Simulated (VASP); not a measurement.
# Ge (I4_1/amd) in VASP: a series of runs, part 2 of 2

VASP 6.6.1. Earlier steps stand in the parts before.

## (3) Single point, PBE (uniaxial strain along c: +6.0 %, then relaxed in part)

The input, INCAR:

```
SYSTEM = Ge
PREC = Accurate
ENCUT = 520
EDIFF = 1E-6
ISMEAR = 0
SIGMA = 0.1
LREAL = .FALSE.
LASPH = .TRUE.
NELM = 80
ALGO = Normal
ISIF = 2
LWAVE = .FALSE.
LCHARG = .FALSE.
GGA = PE
NBANDS = 36
```

The input, KPOINTS:

```
Automatic mesh
0
G
  14 14 10
  0 0 0
```

The input, POSCAR:

```
Ge
1.0
    2.8431523791      2.8431523791      0.0000000000
   -2.8431523791      2.8431523791      0.0000000000
    0.0000000000      0.0000000000      6.1052096188
Ge
4
Direct
    0.5000000000      0.5000000000      0.5000000000
    0.5000000000      0.0000000000      0.2500000000
    0.0000000000      0.0000000000      0.0000000000
    0.0000000000      0.5000000000      0.7500000000
```

Potentials or basis: VASP PAW PBE potentials, release 64 (Ge_d).

Launch:

```
> cat potpaw_PBE.64/Ge_d/POTCAR > POTCAR
> mpirun -np 1 vasp_std > vasp.out
```

OUTCAR:

```text
SYSTEM = Ge
   PREC = Accurate
   ENCUT = 520
   EDIFF = 1E-6
   ISMEAR = 0
   LREAL = .FALSE.
   LASPH = .TRUE.
   NELM = 80
   ISIF = 2
   GGA = PE

 ion  position               nearest neighbor table
   1  0.500  0.500  0.500-   2 2.52   4 2.52   2 2.52   4 2.52
   2  0.500  0.000  0.250-   1 2.52   3 2.52   1 2.52   3 2.52
   3  0.000  0.000  0.000-   2 2.52   4 2.52   4 2.52   2 2.52
   4  0.000  0.500  0.750-   1 2.52   3 2.52   3 2.52   1 2.52

  LATTYP: Found a simple tetragonal cell.
 ALAT       =     4.0208246544
 C/A-ratio  =     1.5183973795

  Lattice vectors:

 A1 = (   2.8431523791,   2.8431523791,   0.0000000000)
 A2 = (  -2.8431523791,   2.8431523791,   0.0000000000)
 A3 = (   0.0000000000,   0.0000000000,   6.1052096188)

Analysis of symmetry for initial positions (statically):
=====================================================================
 Subroutine PRICEL returns following result:

  LATTYP: Found a body centered tetragonal cell.
 ALAT       =     4.0208246544
 C/A-ratio  =     1.5183973795

  Lattice vectors:

 A1 = (   2.8431523791,   0.0000000000,  -3.0526048094)
 A2 = (  -2.8431523791,   0.0000000000,  -3.0526048094)
 A3 = (   0.0000000000,   2.8431523791,   3.0526048094)

   2 primitive cells build up your supercell.

 Routine SETGRP: Setting up the symmetry group for a
 simple tetragonal supercell.

 Subroutine GETGRP returns: Found 16 space group operations
 (whereof  8 operations were pure point group operations)
 out of a pool of 16 trial point group operations.

The static configuration has the point symmetry D_2d.
 The point group associated with its full space group is D_4h.

Analysis of symmetry for dynamics (positions and initial velocities):
=====================================================================
 Subroutine PRICEL returns following result:

  LATTYP: Found a body centered tetragonal cell.
 ALAT       =     4.0208246544
 C/A-ratio  =     1.5183973795

  Lattice vectors:

 A1 = (   2.8431523791,   0.0000000000,  -3.0526048094)
 A2 = (  -2.8431523791,   0.0000000000,  -3.0526048094)
 A3 = (   0.0000000000,   2.8431523791,   3.0526048094)

   2 primitive cells build up your supercell.

 Routine SETGRP: Setting up the symmetry group for a
 simple tetragonal supercell.

 Subroutine GETGRP returns: Found 16 space group operations
 (whereof  8 operations were pure point group operations)
 out of a pool of 16 trial point group operations.

The dynamic configuration has the point symmetry D_2d.
 The point group associated with its full space group is D_4h.

 Subroutine INISYM returns: Found 16 space group operations
 (whereof  8 operations are pure point group operations),
 and found     2 'primitive' translations

----------------------------------------------------------------------------------------

                                     Primitive cell

  volume of cell :      49.3516

  direct lattice vectors                    reciprocal lattice vectors
     2.843152379  0.000000000 -3.052604809     0.175861133  0.175861133 -0.163794540
    -2.843152379  0.000000000 -3.052604809    -0.175861133  0.175861133 -0.163794540
[... 35 lines left out ...]
 Subroutine IBZKPT returns following result:
 ===========================================

 Found    216 irreducible k-points:

 Following reciprocal coordinates:
            Coordinates               Weight
  0.000000  0.000000  0.000000      1.000000
  0.071429  0.000000  0.000000      4.000000
  0.142857  0.000000  0.000000      4.000000
  0.214286  0.000000  0.000000      4.000000
  0.285714  0.000000  0.000000      4.000000
  0.357143  0.000000  0.000000      4.000000
[... 16 lines left out ...]
  0.285714  0.214286  0.000000      8.000000
  0.357143  0.214286  0.000000      8.000000
 [... further k-points ...]
   k-points           NKPTS =    216   k-points in BZ     NKDIM =    216   number of bands    NBANDS=     36
   number of dos      NEDOS =    301   number of ions     NIONS =      4
   total plane-waves  NPLWV =  43200
   dimension x,y,z NGX =    30 NGY =   30 NGZ =   48
   dimension x,y,z NGXF=    60 NGYF=   60 NGZF=   96
   ions per type =               4
   NGX,Y,Z   is equivalent  to a cutoff of  12.40, 12.40, 13.07 a.u.
   NGXF,Y,Z  is equivalent  to a cutoff of  24.81, 24.81, 26.14 a.u.
 SYSTEM =  Ge
   PREC   = accura    normal or accurate (medium, high low for compatibility)
   ISTART =      0    job   : 0-new  1-cont  2-samecut
   ICHARG =      2    charge: 1-file 2-atom 10-const
   ISPIN  =      1    spin polarized calculation?
   LNONCOLLINEAR =      F non collinear calculations
   LSORBIT =      F    spin-orbit coupling
   LASPH  =      T    aspherical Exc in radial PAW
   ENCUT  =  520.0 eV  38.22 Ry    6.18 a.u.   7.48  7.48 11.35*2*pi/ulx,y,z
   NELM   =     80;   NELMIN=  2; NELMDL= -5     # of ELM steps
   EDIFF  = 0.1E-05   stopping-criterion for ELM
   LREAL  =      F    real-space projection
   EDIFFG = 0.1E-04   stopping-criterion for IOM
   NSW    =      0    number of steps for IOM
   IBRION =     -1    ionic relax: 0-MD 1-quasi-New 2-CG
   NFREE  =      0    steps in history (QN), initial steepest desc. (CG)
   ISIF   =      2    stress and relaxation
   ISYM   =      2    0-nonsym 1-usesym 2-fastsym
   POTIM  = 0.5000    time-step for ionic-motion
   TEBEG  =    0.0;   TEEND  =   0.0 temperature during run
   PSTRESS=    0.0 pullay stress
   NELECT =      56.0000    total number of electrons
   NUPDOWN=      -1.0000    fix difference up-down
   EMIN   =  10.00;   EMAX   =-10.00  energy-range for DOS
   EFERMI =   0.00;   METHOD = LEGACY
   ISMEAR =     0;   SIGMA  =   0.10  broadening in eV -4-tet -1-fermi 0-gaus
   EFERMI_NEDOS =   21; number of points for ismear=-14 and -15
   IALGO  =     38    algorithm
   IMIX   =      4    mixing-type and parameters
     AMIX     =   0.40;   BMIX     =  1.00
     AMIX_MAG =   1.60;   BMIX_MAG =  1.00
  volume/ion in A,a.u.               =      24.68       166.52
  Fermi-wavevector in a.u.,A,eV,Ry     =   1.355274  2.561097 24.990754  1.836769
  Thomas-Fermi vector in A             =   2.482376
   LORBIT       =      0    0 simple, 1 ext, 2 COOP (PROOUT), +10 PAW based schemes
   GGA     = PE    functional components
   LHFCALC =     F    Hartree Fock is set to
   AEXX    =    0.0000 exact exchange contribution
   IVDW    =     0    specifies the selected vdW correction
   LEPSILON=     F    determine dielectric tensor
   LRPA    =     F    only Hartree local field effects (RPA)
 non-spin polarized calculation
 Gauss-broadening in eV      SIGMA  =   0.10
  energy-cutoff  :      520.00
  volume of cell :       98.70
 maximum number of plane-waves:      2690
 NGX is ok and might be reduce to    30
   NGX = 15   NGY = 15   NGZ = 23

 number of electron      55.9999914 magnetization

 Free energy of the ion-electron system (eV)
  ---------------------------------------------------
  ext. energy  EPLUGINS =         0.00000000
  ---------------------------------------------------
  free energy    TOTEN  =       -17.98538985 eV

  energy without entropy =      -17.98418566  energy(sigma->0) =      -17.98478775

 E-fermi :   4.2255     XC(G=0):  -9.5300

 val. band max:        4.2102375438   @ k =   0.0000   0.0000   0.1000
 cond. band min:       4.2701881682   @ k =   0.3571   0.0000   0.4000
 fundamental gap:      0.0599506244
 Fermi energy:         4.2254790179

 k-point     1 :       0.0000    0.0000    0.0000
  band No.  band energies     occupation
      1     -20.5587      2.00000
      2     -20.5587      2.00000
      3     -20.5257      2.00000
      4     -20.5257      2.00000
      5     -20.5149      2.00000
      6     -20.4927      2.00000
[... 925 lines left out ...]
     35       9.9417      0.00000
     36      10.9930      0.00000

 [... further k-points ...]

------------------------ aborting loop because EDIFF is reached ----------------------------------------

  FORCE on cell =-STRESS in cart. coord.  units (eV):
  Direction    XX          YY          ZZ          XY          YZ          ZX
  --------------------------------------------------------------------------------------
  -------------------------------------------------------------------------------------
  Total       -0.0334342     -0.0334342     -3.1379461      0.0000000      0.0000000     -0.0000000
  in kB       -0.5427137     -0.5427137    -50.9360439      0.0000000      0.0000000     -0.0000000
  external PRESSURE =     -17.3404904 kB  Pullay stress =       0.0000000 kB

 VOLUME and BASIS-vectors are now :
 -----------------------------------------------------------------------------
  energy-cutoff  :      520.00
  volume of cell :       98.70
      direct lattice vectors                 reciprocal lattice vectors
     2.843152379  2.843152379  0.000000000     0.175861133  0.175861133  0.000000000
    -2.843152379  2.843152379  0.000000000    -0.175861133  0.175861133  0.000000000
     0.000000000  0.000000000  6.105209619     0.000000000  0.000000000  0.163794540

 POSITION                                       TOTAL-FORCE (eV/Angst)
 -----------------------------------------------------------------------------------
      0.00000      2.84315      3.05260         0.000000      0.000000     -0.000000
      1.42158      1.42158      1.52630        -0.000000     -0.000000      0.000000
      0.00000      0.00000      0.00000         0.000000      0.000000     -0.000000
     -1.42158      1.42158      4.57891        -0.000000     -0.000000     -0.000000
 -----------------------------------------------------------------------------------
    total drift:                               -0.000000      0.000000      0.000000

  FREE ENERGIE OF THE ION-ELECTRON SYSTEM (eV)
  ---------------------------------------------------
  free  energy   TOTEN  =       -17.9853898459 eV

  energy  without entropy=      -17.9841856630  energy(sigma->0) =      -17.98478775
```

OSZICAR:

```text
N       E                     dE             d eps       ncg     rms          rms(c)
DAV:   1     0.503193463869E+03    0.50319E+03   -0.28228E+04 17692   0.416E+03
DAV:   2     0.697776377784E+02   -0.43342E+03   -0.42255E+03 15560   0.822E+02
DAV:   3    -0.133068836205E+02   -0.83085E+02   -0.81911E+02 16988   0.207E+02
DAV:   4    -0.180108730566E+02   -0.47040E+01   -0.46873E+01 18128   0.567E+01
DAV:   5    -0.181078366822E+02   -0.96964E-01   -0.96939E-01 17256   0.922E+00    0.400E+00
DAV:   6    -0.180267151926E+02    0.81121E-01   -0.59106E-02 17472   0.210E+00    0.237E+00
DAV:   7    -0.179815176994E+02    0.45197E-01   -0.81928E-02 16632   0.218E+00    0.181E-01
DAV:   8    -0.179846207828E+02   -0.31031E-02   -0.12143E-02 17160   0.117E+00    0.801E-02
DAV:   9    -0.179853251671E+02   -0.70438E-03   -0.69995E-04 17644   0.135E-01    0.225E-02
DAV:  10    -0.179853835279E+02   -0.58361E-04   -0.10814E-04 18468   0.929E-02    0.654E-03
DAV:  11    -0.179853891134E+02   -0.55855E-05   -0.15818E-05 13780   0.234E-02    0.296E-03
DAV:  12    -0.179853898459E+02   -0.73248E-06   -0.16421E-06 11660   0.136E-02
   1 F= -.17985390E+02 E0= -.17984788E+02  d E =-.120418E-02
```

stdout:

```text
POSCAR found type information on POSCAR Ge
 POSCAR found :  1 types and       4 ions
 scaLAPACK will be used
 LDA part: xc-table for (Slater+PW92), standard interpolation
 POSCAR, INCAR and KPOINTS ok, starting setup
 FFT: planning ... GRIDC
 FFT: planning ... GRID_SOFT
 FFT: planning ... GRID
 WAVECAR not read
 entering main loop
```

Wall time 4.6 min (1 thread of Intel Xeon Platinum 8488C (Sapphire Rapids), shared host); peak memory 0.59 GiB.

What came out:

* Free energy: -17.9854 eV
* Pressure: -1.7 GPa
* Band gap on the k mesh: zero (bands 28 and 29 overlap by 0.33 eV)

Caveat: the cell differs from its parent crystal (uniaxial strain along c: +6.0 %, then relaxed in part); semilocal functionals underestimate gaps, so a narrow gap can read as zero.
